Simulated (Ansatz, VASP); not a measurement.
BaTiO3: VASP beside Ansatz

```
Ba Ti O
1.0
     2.84826    1.64444    2.33556
    -2.84826    1.64444    2.33556
     0.00000   -3.28888    2.33556
Ba Ti O
1 1 3
Direct
  0.00015 0.00015 0.00015
  0.51334 0.51334 0.51334
  0.48895 0.97972 0.48895
  0.48895 0.48895 0.97972
  0.97972 0.48895 0.48895
```

Alike in both runs: task electric field gradients; functional r2SCAN; k mesh 6 × 6 × 6; occupations fermi-dirac, width 0.01 eV; no spin polarisation.

```csv
,VASP,Ansatz
version,VASP 6.6.1,Ansatz 0.2.0
potentials or method,"VASP PAW PBE potentials, release 64 (Ba_sv, Ti_sv, O_h)","PAW with Ansatz's default frozen-core files, scalar-relativistic"
plane-wave cutoff (eV),910,500
valence electrons in the cell,40,40
```

|  | VASP | Ansatz | Ansatz less VASP |
| --- | --- | --- | --- |
| gap on the k mesh at the Fermi level (eV) | 2.74 | 2.75 | +0.011 |
| rms of the force components (eV/Å) | 0.021 | 0.068 | +0.0472 |
| size of Vzz on the site where it differs most (V/Å²) | 26.8 | 26.3 | -0.41 |

VASP's potentials were made for PBE, not for r2SCAN. Atom by atom the forces differ by 0.047 eV/Å (rms over components).

Neither program's run includes spin-orbit coupling. Noted on VASP's run: the cutoff is under 1.25 times that of the potentials, so the pressure is a little rough.
